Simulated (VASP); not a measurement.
# CsCl (Pm-3m) in VASP: notebook, part 2 of 3

VASP 6.6.1. The steps go on from the part before.

## Step 3: Single point, r2SCAN

This run uses another cell than the first one, of 35.47 Å³/atom.

POSCAR reads:

```
CsCl
1.0
    4.1397872890      0.0000000000      0.0000000000
    0.0000000000      4.1397872890      0.0000000000
    0.0000000000      0.0000000000      4.1397872890
Cs Cl
1 1
Direct
    0.0000000000      0.0000000000      0.0000000000
    0.5000000000      0.5000000000      0.5000000000
```

INCAR.step1 reads:

```
SYSTEM = CsCl
  PREC = Accurate
  ENCUT = 550
  ISMEAR = 0
  SIGMA = 0.01
  LREAL = .False.
  LASPH = .True.
  NELM = 120
  NBANDS = 15
  GGA = PE
  ALGO = Normal
  EDIFF = 1E-5
  LWAVE = .True.
  LCHARG = .False.
  GGA_COMPAT = .False.
```

INCAR.step2 reads:

```
SYSTEM = CsCl
  PREC = Accurate
  ENCUT = 550
  EDIFF = 1E-6
  ISMEAR = 0
  SIGMA = 0.01
  LREAL = .False.
  LASPH = .True.
  NELM = 120
  ALGO = Normal
  ISIF = 2
  LWAVE = .False.
  LCHARG = .False.
  METAGGA = R2SCAN
  LMIXTAU = .True.
  NBANDS = 15
  ISTART = 1
  GGA_COMPAT = .False.
```

KPOINTS reads:

```
Automatic mesh
0
Gamma
  6 6 6
  0 0 0
```

Potentials or basis: VASP PAW PBE potentials, release 64 (Cs_sv, Cl).

The run is started by

```sh
$ cat potpaw_PBE.64/Cs_sv/POTCAR potpaw_PBE.64/Cl/POTCAR > POTCAR
$ cp INCAR.step1 INCAR
$ mpirun -np 1 vasp_std > vasp.out
$ cp INCAR.step2 INCAR
$ mpirun -np 1 vasp_std > vasp.out
```

OUTCAR:

```text
SYSTEM = CsCl
   PREC = Accurate
   ENCUT = 550
   EDIFF = 1E-6
   ISMEAR = 0
   LREAL = .False.
   LASPH = .True.
   NELM = 120
   ISIF = 2
   METAGGA = R2SCAN
   ISTART = 1

 ion  position               nearest neighbor table
   1  0.000  0.000  0.000-
   2  0.500  0.500  0.500-

  LATTYP: Found a simple cubic cell.
 ALAT       =     4.1397872890

  Lattice vectors:

 A1 = (   4.1397872890,   0.0000000000,   0.0000000000)
 A2 = (   0.0000000000,   4.1397872890,   0.0000000000)
 A3 = (   0.0000000000,   0.0000000000,   4.1397872890)

Analysis of symmetry for initial positions (statically):
=====================================================================
 Subroutine PRICEL returns:
 Original cell was already a primitive cell.

 Routine SETGRP: Setting up the symmetry group for a
 simple cubic supercell.

 Subroutine GETGRP returns: Found 48 space group operations
 (whereof 48 operations were pure point group operations)
 out of a pool of 48 trial point group operations.

The static configuration has the point symmetry O_h .

Analysis of symmetry for dynamics (positions and initial velocities):
[... 166 lines left out ...]
      3      -6.7728      2.00000
      4      -6.7728      2.00000
      5      -6.7728      2.00000
      6      -0.7523      2.00000
      7      -0.7523      2.00000
      8      -0.7523      2.00000
      9       5.1569      0.00000
     10       5.1569      0.00000
     11       5.2452      0.00000
     12       9.9507      0.00000
     13       9.9507      0.00000
     14       9.9507      0.00000
[... 329 lines left out ...]
      2     -13.3019      2.00000
      3      -7.2963      2.00000
      4      -7.2963      2.00000
      5      -7.2963      2.00000
      6      -1.8224      2.00000
      7      -1.8224      2.00000
      8      -1.8224      2.00000
      9       8.3751      0.00000
     10       8.3751      0.00000
     11       8.3751      0.00000
     12      10.4918      0.00000
     13      10.4918      0.00000
     14      10.4918      0.00000
     15      12.2677      0.00000

------------------------ aborting loop because EDIFF is reached ----------------------------------------

  FORCE on cell =-STRESS in cart. coord.  units (eV):
  Direction    XX          YY          ZZ          XY          YZ          ZX
  --------------------------------------------------------------------------------------
  -------------------------------------------------------------------------------------
  Total        0.0202899      0.0202899      0.0202899      0.0000000      0.0000000     -0.0000000
  in kB        0.4582013      0.4582013      0.4582013      0.0000000      0.0000000     -0.0000000
  external PRESSURE =       0.4582013 kB  Pullay stress =       0.0000000 kB

 VOLUME and BASIS-vectors are now :
 -----------------------------------------------------------------------------
  energy-cutoff  :      550.00
  volume of cell :       70.95
      direct lattice vectors                 reciprocal lattice vectors
     4.139787289  0.000000000  0.000000000     0.241558305  0.000000000  0.000000000
     0.000000000  4.139787289  0.000000000     0.000000000  0.241558305  0.000000000
     0.000000000  0.000000000  4.139787289     0.000000000  0.000000000  0.241558305

 POSITION                                       TOTAL-FORCE (eV/Angst)
 -----------------------------------------------------------------------------------
      0.00000      0.00000      0.00000         0.000000      0.000000      0.000000
      2.06989      2.06989      2.06989         0.000000      0.000000      0.000000
 -----------------------------------------------------------------------------------
    total drift:                                0.000000      0.000000     -0.000000

  FREE ENERGIE OF THE ION-ELECTRON SYSTEM (eV)
  ---------------------------------------------------
  free  energy   TOTEN  =       -35.5251583004 eV

  energy  without entropy=      -35.5251583004  energy(sigma->0) =      -35.52515830
```

OUTCAR.step1:

```text
SYSTEM = CsCl
   PREC = Accurate
   ENCUT = 550
   ISMEAR = 0
   LREAL = .False.
   LASPH = .True.
[... 575 lines left out ...]
      0.00000      0.00000      0.00000         0.000000      0.000000      0.000000
      2.06989      2.06989      2.06989         0.000000      0.000000      0.000000
 -----------------------------------------------------------------------------------
    total drift:                                0.000000      0.000000     -0.000000

  FREE ENERGIE OF THE ION-ELECTRON SYSTEM (eV)
  ---------------------------------------------------
  free  energy   TOTEN  =        -6.5321908669 eV

  energy  without entropy=       -6.5321908669  energy(sigma->0) =       -6.53219087
```

OSZICAR.step1:

```text
N       E                     dE             d eps       ncg     rms          rms(c)
DAV:   1     0.926845508785E+02    0.92685E+02   -0.71611E+03   600   0.970E+02
DAV:   2     0.163271048506E+00   -0.92521E+02   -0.84935E+02   870   0.163E+02
DAV:   3    -0.688851879193E+01   -0.70518E+01   -0.70310E+01   810   0.484E+01
DAV:   4    -0.695052810165E+01   -0.62009E-01   -0.62005E-01   712   0.561E+00
DAV:   5    -0.695124215693E+01   -0.71406E-03   -0.71405E-03   838   0.618E-01    0.233E+00
DAV:   6    -0.657618711235E+01    0.37506E+00   -0.42531E-01   761   0.368E+00    0.167E+00
DAV:   7    -0.653131198990E+01    0.44875E-01   -0.14673E-01   775   0.204E+00    0.111E+00
DAV:   8    -0.653231104018E+01   -0.99905E-03   -0.18267E-02   747   0.850E-01    0.215E-01
DAV:   9    -0.653195596530E+01    0.35507E-03   -0.24777E-03   754   0.268E-01    0.103E-01
DAV:  10    -0.653218166338E+01   -0.22570E-03   -0.34340E-04   677   0.132E-01    0.130E-02
DAV:  11    -0.653219086689E+01   -0.92035E-05   -0.20038E-05   744   0.307E-02
   1 F= -.65321909E+01 E0= -.65321909E+01  d E =-.309988E-20
```

Wall time 87 s (1 thread of Intel Xeon 8259CL, shared host); peak memory 0.19 GiB.

What came out:

```yaml
Free_energy: -35.5252 eV
Pressure: 0.0 GPa
Band_gap_on_the_k_mesh: 5.91 eV
```

Levels at points of the mesh, in eV from the valence-band top:
| k point | band 4 | band 5 | band 6 | band 7 | band 8 | band 9 | band 10 | band 11 | band 12 | band 13 |
| --- | --- | --- | --- | --- | --- | --- | --- | --- | --- | --- |
| (0.00, 0.00, 0.00) | -6.02 | -6.02 | 0.00 | 0.00 | 0.00 | 5.91 | 5.91 | 6.00 | 10.70 | 10.70 |
| (0.50, 0.00, 0.00) | -5.88 | -5.88 | -1.13 | -0.23 | -0.23 | 6.94 | 8.25 | 9.57 | 9.89 | 10.16 |
| (0.50, 0.50, 0.00) | -6.78 | -5.80 | -0.43 | -0.43 | -0.05 | 6.55 | 6.64 | 8.62 | 8.62 | 12.75 |
| (0.50, 0.50, 0.50) | -6.54 | -6.54 | -1.07 | -1.07 | -1.07 | 9.13 | 9.13 | 9.13 | 11.24 | 11.24 |

Caveat: the PAW data sets were made with another functional, which shifts forces and pressure a little; spin-orbit coupling is left out, which moves the levels of the heavy elements. r2SCAN opens gaps a little over a GGA but as a rule still falls short of measured ones.

## Step 4: Single point, r2SCAN

This run uses another cell than the first one, of 35.48 Å³/atom.

POSCAR reads:

```
CsCl
1.0
    4.1401753716      0.0000000000      0.0000000000
    0.0000000000      4.1401753716      0.0000000000
    0.0000000000      0.0000000000      4.1401753716
Cs Cl
1 1
Direct
    0.0000000000      0.0000000000      0.0000000000
    0.5000000000      0.5000000000      0.5000000000
```

INCAR.step1 reads:

```
SYSTEM = CsCl
PREC = Accurate
ENCUT = 550
ISMEAR = -1
SIGMA = 0.1
LREAL = .FALSE.
LASPH = .TRUE.
NELM = 120
NBANDS = 15
GGA = PE
ALGO = Normal
EDIFF = 1E-5
LWAVE = .TRUE.
LCHARG = .FALSE.
GGA_COMPAT = .FALSE.
```

INCAR.step2 reads:

```
SYSTEM = CsCl
PREC = Accurate
ENCUT = 550
EDIFF = 1E-6
ISMEAR = -1
SIGMA = 0.1
LREAL = .FALSE.
LASPH = .TRUE.
NELM = 120
ALGO = Normal
ISIF = 2
LWAVE = .FALSE.
LCHARG = .FALSE.
METAGGA = R2SCAN
LMIXTAU = .TRUE.
NBANDS = 15
ISTART = 1
GGA_COMPAT = .FALSE.
```

KPOINTS reads:

```
regular mesh
0
G
  10 10 10
  0 0 0
```

The run is started by

```sh
$ cat potpaw_PBE.64/Cs_sv/POTCAR potpaw_PBE.64/Cl/POTCAR > POTCAR
$ cp INCAR.step1 INCAR
$ mpirun -np 1 vasp_std > vasp.out
$ cp INCAR.step2 INCAR
$ mpirun -np 1 vasp_std > vasp.out
```

Run time: 3 min. Hardware: 1 thread of Intel Xeon 8259CL, shared host; peak memory 0.22 GiB.

Results (log left out):

| Item | Value |
| --- | --- |
| Free energy | -35.5252 eV |
| Pressure | 0.0 GPa |
| Band gap on the k mesh | 5.91 eV |

Levels at points of the mesh, in eV from the valence-band top:
```
           k point  band 5  band 6  band 7  band 8  band 9  band 10  band 11  band 12
(0.00, 0.00, 0.00)   -6.02    0.00    0.00    0.00    5.91     5.91     6.00    10.70
(0.50, 0.00, 0.00)   -5.88   -1.13   -0.23   -0.23    6.94     8.25     9.57     9.89
(0.50, 0.50, 0.00)   -5.80   -0.43   -0.43   -0.05    6.55     6.64     8.62     8.62
(0.50, 0.50, 0.50)   -6.54   -1.07   -1.07   -1.07    9.13     9.13     9.13    11.24
```

Caveat: the PAW data sets were made with another functional, which shifts forces and pressure a little; spin-orbit coupling is left out, which moves the levels of the heavy elements.

## Step 5: Relaxation of cell and atoms, r2SCAN

This run uses another cell than the first one, of 35.04 Å³/atom.

POSCAR reads:

```
CsCl
1.0
    4.1230000000      0.0000000000      0.0000000000
    0.0000000000      4.1230000000      0.0000000000
    0.0000000000      0.0000000000      4.1230000000
Cs Cl
1 1
Direct
    0.0000000000      0.0000000000      0.0000000000
    0.5000000000      0.5000000000      0.5000000000
```

INCAR.step1 reads:

```
SYSTEM = CsCl
PREC = Accurate ; ENCUT = 550
ISMEAR = 0 ; SIGMA = 0.01
LREAL = .False. ; LASPH = .True.
NELM = 120 ; GGA = PE
ALGO = Normal ; EDIFF = 1E-5
LWAVE = .True. ; LCHARG = .False.
GGA_COMPAT = .False. ; IBRION = 2
ISIF = 3 ; EDIFFG = -0.005
NELMIN = 4 ; NSW = 100
```

INCAR.step2 reads:

```
SYSTEM = CsCl
PREC = Accurate ; ENCUT = 550
EDIFF = 1E-7 ; ISMEAR = 0
SIGMA = 0.01 ; LREAL = .False.
LASPH = .True. ; NELM = 120
ALGO = Normal ; ISIF = 3
LWAVE = .False. ; LCHARG = .False.
METAGGA = R2SCAN ; LMIXTAU = .True.
IBRION = 2 ; NSW = 100
EDIFFG = -0.002 ; ISTART = 1
GGA_COMPAT = .False. ; NELMIN = 4
```

KPOINTS reads:

```
Automatic mesh
0
Gamma
  6 6 6
  0 0 0
```

The run is started by

```sh
$ cat potpaw_PBE.64/Cs_sv/POTCAR potpaw_PBE.64/Cl/POTCAR > POTCAR
$ cp INCAR.step1 INCAR
$ mpirun -np 1 vasp_std > vasp.out
$ cp INCAR.step2 INCAR
$ mpirun -np 1 vasp_std > vasp.out
```

Run time: 3.6 min. Hardware: 1 thread of Intel Xeon 8259CL, shared host; peak memory 0.2 GiB.

Results (log left out):

```
Free energy                           : -35.5250 eV
Relaxed volume                        : 35.56 Å³/atom
Relaxed cell                          : a = 4.143 Å, b = 4.143 Å, c = 4.143 Å, α = 90.00°, β = 90.00°, γ = 90.00°
Space group after relaxing (to 0.1 Å) : Pm-3m (No. 221)
Energy gained by relaxing             : 0.4 meV/atom
Ionic steps                           : 3
Pressure after relaxing               : 0.0 GPa
Band gap on the k mesh                : 5.91 eV
```

Step by step:
```csv
step,energy change (eV),largest force (eV/Å),pressure (GPa),volume (Å³)
1,0.0000,0.0000,0.28,70.09
2,-0.0008,0.0000,0.11,70.71
3,-0.0009,0.0000,0.00,71.11
```

Final structure:
```
Cs Cl
1.0
     4.14296    0.00000    0.00000
     0.00000    4.14296    0.00000
     0.00000    0.00000    4.14296
Cs Cl
1 1
Direct
  0.00000 0.00000 0.00000
  0.50000 0.50000 0.50000
```

Levels at points of the mesh, in eV from the valence-band top:
| k point | band 4 | band 5 | band 6 | band 7 | band 8 | band 9 | band 10 | band 11 | band 12 |
| --- | --- | --- | --- | --- | --- | --- | --- | --- | --- |
| (0.00, 0.00, 0.00) | -6.03 | -6.03 | 0.00 | 0.00 | 0.00 | 5.91 | 5.91 | 5.99 | 10.69 |
| (0.50, 0.00, 0.00) | -5.89 | -5.89 | -1.12 | -0.22 | -0.22 | 6.94 | 8.24 | 9.56 | 9.89 |
| (0.50, 0.50, 0.00) | -6.78 | -5.80 | -0.43 | -0.43 | -0.05 | 6.55 | 6.64 | 8.62 | 8.62 |
| (0.50, 0.50, 0.50) | -6.55 | -6.55 | -1.06 | -1.06 | -1.06 | 9.12 | 9.12 | 9.12 | 11.23 |

Caveat: the PAW data sets were made with another functional, which shifts forces and pressure a little; spin-orbit coupling is left out, which moves the levels of the heavy elements. r2SCAN opens gaps a little over a GGA but as a rule still falls short of measured ones.

(Part 2 of 3 ends here.)
